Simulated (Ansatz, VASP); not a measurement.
One calculation of CsPbCl3, two programs

```
Cs Pb Cl
1.0
     5.61938    0.00000    0.00000
     0.00000    5.61938    0.00000
     0.00000    0.00000    5.61938
Cs Pb Cl
1 1 3
Cartesian
  0.0000 0.0000 0.0000
  2.8097 2.8097 2.8097
  2.8097 2.8097 0.0000
  0.0000 2.8097 2.8097
  2.8097 0.0000 2.8097
```

Alike in both runs: task single point; functional r2SCAN; k mesh 4 × 4 × 4; no spin polarisation.

|  | VASP | Ansatz |
| --- | --- | --- |
| version | VASP 6.6.1 | Ansatz 0.2.0 |
| potentials or method | VASP PAW PBE potentials, release 64 (Cs_sv, Pb_d, Cl) | plane waves, PAW |
| plane-wave cutoff (eV) | 520 | 500 |
| occupations | gaussian, width 0.01 eV | fixed |
| valence electrons in the cell | 44 | 44 |

```csv
,VASP,Ansatz,Ansatz less VASP
gap on the k mesh at the Fermi level (eV),2.34,2.33,-0.016
pressure (GPa),0.8,0.8,+0.03
```

VASP's potentials were made for PBE, not for r2SCAN.

Spin-orbit coupling is off throughout.
